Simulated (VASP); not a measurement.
## Na: relaxation of cell and atoms with r2SCAN

Na:

```
Na
1.0
    -1.79387    1.79387    1.79387
     1.79387   -1.79387    1.79387
     1.79387    1.79387   -1.79387
Na
1
Direct
  0.00000 0.00000 0.00000
```

```
Program                : VASP 6.6.1
Task                   : relaxation of cell and atoms
Functional             : r2SCAN
Potentials or basis    : VASP PAW PBE potentials, release 64 (Na_pv)
Cutoff                 : 600 eV
k mesh                 : 8 × 8 × 8
Occupations            : gaussian, width 0.1 eV
Spin                   : no spin polarisation
Dipole correction      : no
Further INCAR settings : ALGO = Normal; EDIFF = 1e-06; IBRION = 2; EDIFFG = -0.05; NSW = 80; ISIF = 3
```

```
Relaxed volume                         : 38.04 Å³/atom
Relaxed cell                           : a = 3.670 Å, b = 3.670 Å, c = 3.670 Å, α = 109.47°, β = 109.47°, γ = 109.47°
Space group after relaxing (to 0.05 Å) : Im-3m (No. 229)
Energy gained by relaxing              : 278.9 meV/atom
Ionic steps                            : 5
Pressure after relaxing                : -0.1 GPa
```

Step by step:
```csv
step,energy change (eV),largest force (eV/Å),pressure (GPa),volume (Å³)
1,0.0000,0.0000,9.21,23.09
2,-0.1852,0.0000,4.06,27.82
3,-0.2709,0.0000,0.87,33.90
4,-0.2782,0.0000,0.32,36.25
5,-0.2789,0.0000,-0.10,38.04
```

Final structure:
```xyz
1
Lattice="-2.1186 2.1186 2.1186 2.1186 -2.1186 2.1186 2.1186 2.1186 -2.1186" Properties=species:S:1:pos:R:3 pbc="T T T"
Na    0.0000    0.0000    0.0000
```

Levels at points of the mesh, in eV from the Fermi level:
```csv
k point,band 1,band 2,band 3,band 4,band 5,band 6,band 7
"(0.00, 0.00, 0.00)",-26.13,-26.13,-26.13,-3.53,12.15,12.15,12.15
"(0.50, 0.00, 0.00)",-26.17,-26.14,-26.13,0.62,1.31,8.46,9.77
"(0.50, 0.50, 0.50)",-26.16,-26.16,-26.16,4.56,4.56,5.11,5.11
```

It took 2 min on 1 thread of Intel Xeon 6975P-C (shared host), peak memory 0.16 GiB.

Caveat: the volume moved by over 15 % at a fixed basis, so the end points are rough; the PAW data sets were made with another functional, which shifts forces and pressure a little.
